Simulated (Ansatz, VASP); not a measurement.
MnHg in VASP and in Ansatz

File INCAR:

```
PREC     = Accurate       # precision mode
ENCUT    = 520            # plane-wave cutoff, eV
EDIFF    = 1E-8           # SCF threshold, eV
ISMEAR   = -1             # smearing method
SIGMA    = 0.05           # smearing width, eV
LREAL    = F              # projectors in reciprocal space
LASPH    = T              # aspherical terms in the spheres
NELM     = 150            # most SCF steps
ALGO     = Normal         # electronic algorithm
ISIF     = 2              # what is computed and relaxed
LWAVE    = F              # write WAVECAR
LCHARG   = F              # write CHGCAR
ISPIN    = 2              # spin polarisation
MAGMOM   = 4 0            # initial moments
LORBIT   = 11             # projections on sites
LMAXMIX  = 4              # l up to which the mixer works
GGA      = PE             # functional
LEFG     = T            
NBANDS   = 24             # bands
```

KPOINTS

```
regular mesh
0
Gamma
  9 9 9
```

Contents of POSCAR:

```
MnHg
1.0
    3.3150000000      0.0000000000      0.0000000000
    0.0000000000      3.3150000000      0.0000000000
    0.0000000000      0.0000000000      3.3150000000
Mn Hg
1 1
Direct
    0.4400000000      0.4400000000      0.4400000000
    0.0600000000      0.0600000000      0.0600000000
```

Input for Ansatz:

```yaml
crystal:
  lattice:
    - [3.315, 0.0, 0.0]
    - [0.0, 3.315, 0.0]
    - [0.0, 0.0, 3.315]
  atoms:
    - { symbol: Mn, position: [0.44, 0.44, 0.44], spin: 4.0 }
    - { symbol: Hg, position: [0.06, 0.06, 0.06] }
magnetization:
  spin_polarized: true
kpoints:
  mp_grid: { grid: [9, 9, 9] }
scf:
  occupations: { method: fermi_dirac, width: 0.05 }
hamiltonian:
  xc: pbe
  pseudopotentials: { kind: all_electron, datasets: crystal }
output:
  forces: true
  stress: true
  eigenvalues: true
  efg: { contact_densities: true }
```

Change from the starting cell: shortest bond scaled by 0.76, crystal datasets.

Alike in both runs: task electric field gradients; functional PBE; k mesh 9 × 9 × 9; occupations fermi-dirac, width 0.05 eV; collinear spin.

```csv
,VASP,Ansatz
version,VASP 6.6.1,Ansatz 0.2.0
potentials or method,"VASP PAW PBE potentials, release 64 (Mn_pv, Hg), cutoff 520 eV","all-electron PAW with datasets made for the crystal, scalar-relativistic"
```

```tsv
	VASP	Ansatz	Ansatz less VASP
pressure (GPa)	20.9	19.7	-1.26
traceless stress, the component that is largest in VASP (GPa)	18.07	17.33	-0.738
rms of the force components (eV/Å)	3.828	3.677	-0.1515
net moment per atom (μB)	1.85	1.85	-0.001
size of the moment on the site where the two differ most (μB)	3.61	3.33	-0.280
size of Vzz on the site where it differs most (V/Å²)	98.6	205.0	+106.46
```

Site moments also hang on the region over which each program counts them. Atom by atom the forces differ by 0.151 eV/Å (rms over components). Ansatz ran all-electron here, and VASP with PAW potentials.

Spin-orbit coupling is off throughout.
